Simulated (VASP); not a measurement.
# MgO (dsol) (Fm-3m) in VASP: notebook, part 2 of 2

VASP 6.6.1. The steps go on from the part before.

## 3. Single point, PBEsol

This run uses another cell than the first one, of 9.36 Å³/atom, 0.976 times its volume.

INCAR

```
SYSTEM = MgO
PREC     = Accurate       ! precision mode
ENCUT    = 520            ! plane-wave cutoff, eV
EDIFF    = 1E-6           ! SCF threshold, eV
ISMEAR   = 0              ! smearing method
SIGMA    = 0.02           ! smearing width, eV
LREAL    = .False.        ! projectors in reciprocal space
LASPH    = .True.         ! aspherical terms in the spheres
NELM     = 80             ! most SCF steps
ALGO     = Normal         ! electronic algorithm
ISIF     = 2              ! what is computed and relaxed
LWAVE    = .False.        ! write WAVECAR
LCHARG   = .False.        ! write CHGCAR
GGA      = PS             ! functional
NBANDS   = 11             ! bands
```

KPOINTS

```
Automatic mesh
0
Gamma
  8 8 8
  0 0 0
```

POSCAR

```
MgO
1.0
    0.0000000000      2.1074458598      2.1074458598
    2.1074458598      0.0000000000      2.1074458598
    2.1074458598      2.1074458598      0.0000000000
Mg O
1 1
Direct
    0.0000000000      0.0000000000      0.0000000000
    0.5000000000      0.5000000000      0.5000000000
```

Potentials or basis: VASP PAW PBE potentials, release 64 (Mg, O).

On the command line:

```bash
$ cat potpaw_PBE.64/Mg/POTCAR potpaw_PBE.64/O/POTCAR > POTCAR
$ mpirun -np 1 vasp_std > vasp.out
```

OUTCAR:

```text
SYSTEM = MgO
   PREC = Accurate
   ENCUT = 520
   EDIFF = 1E-6
   ISMEAR = 0
   LREAL = .False.
   LASPH = .True.
   NELM = 80
   ISIF = 2
   GGA = PS

 ion  position               nearest neighbor table
   1  0.000  0.000  0.000-   2 2.11   2 2.11   2 2.11   2 2.11   2 2.11   2 2.11
   2  0.500  0.500  0.500-   1 2.11   1 2.11   1 2.11   1 2.11   1 2.11   1 2.11

  LATTYP: Found a face centered cubic cell.
 ALAT       =     4.2148917196

  Lattice vectors:

 A1 = (   0.0000000000,   2.1074458598,   2.1074458598)
 A2 = (   2.1074458598,   0.0000000000,   2.1074458598)
 A3 = (   2.1074458598,   2.1074458598,   0.0000000000)

Analysis of symmetry for initial positions (statically):
=====================================================================
 Subroutine PRICEL returns:
 Original cell was already a primitive cell.

 Routine SETGRP: Setting up the symmetry group for a
 face centered cubic supercell.

 Subroutine GETGRP returns: Found 48 space group operations
 (whereof 48 operations were pure point group operations)
 out of a pool of 48 trial point group operations.

The static configuration has the point symmetry O_h .

Analysis of symmetry for dynamics (positions and initial velocities):
[... 164 lines left out ...]
 fundamental gap:      4.6148039623
 Fermi energy:         3.2291413724

 k-point     1 :       0.0000    0.0000    0.0000
  band No.  band energies     occupation
      1     -14.1432      2.00000
      2       3.0523      2.00000
      3       3.0523      2.00000
      4       3.0523      2.00000
      5       7.6671      0.00000
      6      18.6729      0.00000
      7      18.6729      0.00000
      8      18.6729      0.00000
      9      22.5102      0.00000
     10      24.3914      0.00000
     11      24.3914      0.00000
[... 309 lines left out ...]
 k-point    24 :      -0.3750    0.2500    0.1250
  band No.  band energies     occupation
      1     -12.6797      2.00000
      2      -0.9979      2.00000
      3       1.0886      2.00000
      4       2.0538      2.00000
      5      12.5686      0.00000
      6      15.1130      0.00000
      7      16.4093      0.00000
      8      19.7981      0.00000
      9      23.4041      0.00000
     10      24.9518      0.00000
     11      29.0418      0.00000

 [... further k-points ...]
[... 5 lines left out ...]
  --------------------------------------------------------------------------------------
  -------------------------------------------------------------------------------------
  Total       -0.0700025     -0.0700025     -0.0700025      0.0000000      0.0000000     -0.0000000
  in kB       -5.9913565     -5.9913565     -5.9913565      0.0000000      0.0000000     -0.0000000
  external PRESSURE =      -5.9913565 kB  Pullay stress =       0.0000000 kB

 VOLUME and BASIS-vectors are now :
 -----------------------------------------------------------------------------
  energy-cutoff  :      520.00
  volume of cell :       18.72
      direct lattice vectors                 reciprocal lattice vectors
     0.000000000  2.107445860  2.107445860    -0.237254019  0.237254019  0.237254019
     2.107445860  0.000000000  2.107445860     0.237254019 -0.237254019  0.237254019
     2.107445860  2.107445860  0.000000000     0.237254019  0.237254019 -0.237254019

 POSITION                                       TOTAL-FORCE (eV/Angst)
 -----------------------------------------------------------------------------------
      0.00000      0.00000      0.00000        -0.000000     -0.000000     -0.000000
      2.10745      2.10745      2.10745         0.000000      0.000000      0.000000
 -----------------------------------------------------------------------------------
    total drift:                               -0.000000     -0.000000      0.000000

  FREE ENERGIE OF THE ION-ELECTRON SYSTEM (eV)
  ---------------------------------------------------
  free  energy   TOTEN  =       -12.5124087792 eV

  energy  without entropy=      -12.5124087792  energy(sigma->0) =      -12.51240878
```

OSZICAR:

```text
N       E                     dE             d eps       ncg     rms          rms(c)
DAV:   1     0.106071419053E+02    0.10607E+02   -0.46759E+03   734   0.649E+02
DAV:   2    -0.134375176834E+02   -0.24045E+02   -0.23703E+02   719   0.131E+02
DAV:   3    -0.138965500036E+02   -0.45903E+00   -0.45730E+00   786   0.152E+01
DAV:   4    -0.138976551762E+02   -0.11052E-02   -0.11051E-02   674   0.819E-01
DAV:   5    -0.138976583338E+02   -0.31576E-05   -0.31576E-05   752   0.455E-02    0.666E+00
DAV:   6    -0.125490615550E+02    0.13486E+01   -0.76500E+00   662   0.150E+01    0.219E+00
DAV:   7    -0.125260969508E+02    0.22965E-01   -0.48495E-02   698   0.203E+00    0.130E+00
DAV:   8    -0.125127708102E+02    0.13326E-01   -0.23572E-02   665   0.174E+00    0.220E-01
DAV:   9    -0.125124874597E+02    0.28335E-03   -0.35188E-04   722   0.132E-01    0.138E-01
DAV:  10    -0.125124069739E+02    0.80486E-04   -0.41501E-04   719   0.152E-01    0.484E-03
DAV:  11    -0.125124083918E+02   -0.14180E-05   -0.45137E-06   689   0.148E-02    0.335E-03
DAV:  12    -0.125124087792E+02   -0.38738E-06   -0.10092E-07   364   0.313E-03
   1 F= -.12512409E+02 E0= -.12512409E+02  d E =-.713204E-38
```

stdout:

```text
POSCAR found type information on POSCAR MgO
 POSCAR found :  2 types and       2 ions
 scaLAPACK will be used
 -----------------------------------------------------------------------------
|                                                                             |
|                                                                             |
|     You enforced a specific xc type in the INCAR file but a different       |
|     I HOPE YOU KNOW WHAT YOU ARE DOING!                                     |
|                                                                             |
 -----------------------------------------------------------------------------

 LDA part: xc-table for (Slater+PW92), standard interpolation
 POSCAR, INCAR and KPOINTS ok, starting setup
 FFT: planning ... GRIDC
 FFT: planning ... GRID_SOFT
 FFT: planning ... GRID
 WAVECAR not read
 entering main loop
```

It took 16 s on 1 thread of AMD EPYC 7R13, shared host; peak memory 0.11 GiB.

What came out:

* Free energy: -12.5124 eV
* Pressure: -0.6 GPa
* Band gap on the k mesh: 4.61 eV, direct

Levels at points of the mesh, in eV from the valence-band top:
| k point | band 1 | band 2 | band 3 | band 4 | band 5 | band 6 | band 7 | band 8 | band 9 |
| --- | --- | --- | --- | --- | --- | --- | --- | --- | --- |
| (0.00, 0.00, 0.00) | -17.20 | 0.00 | 0.00 | 0.00 | 4.61 | 15.62 | 15.62 | 15.62 | 19.46 |
| (0.50, 0.00, 0.00) | -15.89 | -4.67 | -0.66 | -0.66 | 7.73 | 12.48 | 16.16 | 16.16 | 20.73 |
| (0.50, 0.50, 0.00) | -15.62 | -4.14 | -1.36 | -1.36 | 8.92 | 9.85 | 12.95 | 18.81 | 18.81 |

Caveat: the PAW data sets were made with another functional, which shifts forces and pressure a little.

## 4. How close it comes

Step 3. Measured gap of MgO: 7.83 eV (quoted in “Electronic structure of alkaline earth and post-transition metal oxides”, 2009, arxiv:0908.1581). This calculation gives 4.61 eV (-3.22 eV). The value is that of PBEsol, without temperature or zero-point motion. Semilocal functionals fall short of measured gaps as a rule.
